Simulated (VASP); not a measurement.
InSb3, 4 atoms in the cell. It takes space group Pm-3m (No. 221, cubic). The conventional cell has a = 4.806 Å, b = 4.806 Å, c = 4.806 Å, α = 90.00°, β = 90.00°, γ = 90.00°. In (site symmetry m-3m) has 12 Sb at 3.40 Å within 4.5 Å. Within 4.5 Å of Sb (site symmetry 4/mmm) lie 4 In at 3.40 Å and 8 Sb at 3.40 Å. 

| Item | Value |
| --- | --- |
| Program | VASP 6.6.1 |
| Task | single point |
| Functional | PBEsol |
| Potentials or basis | VASP PAW PBE potentials, release 64 (In_d, Sb) |
| Cutoff | 520 eV |
| k mesh | 4 × 4 × 4 |
| Occupations | methfessel-paxton, width 0.1 eV |
| Spin | no spin polarisation |
| Dipole correction | no |
| Further INCAR settings | ALGO = Normal; EDIFF = 1e-06; NBANDS = 22 |

Potentials or basis: VASP PAW PBE potentials, release 64 (In_d, Sb).

The run is started by

```console
$ cat potpaw_PBE.64/In_d/POTCAR potpaw_PBE.64/Sb/POTCAR > POTCAR
$ mpirun -np 1 vasp_std > vasp.out
```

Hardware: 1 thread of Intel Xeon 6455B, on a shared host.

How long does it take, and how much memory?

It took 12 s on 1 thread of Intel Xeon 6455B, with other jobs on the host, peak memory 0.21 GiB. Counts: scf iterations 10, k points 10.
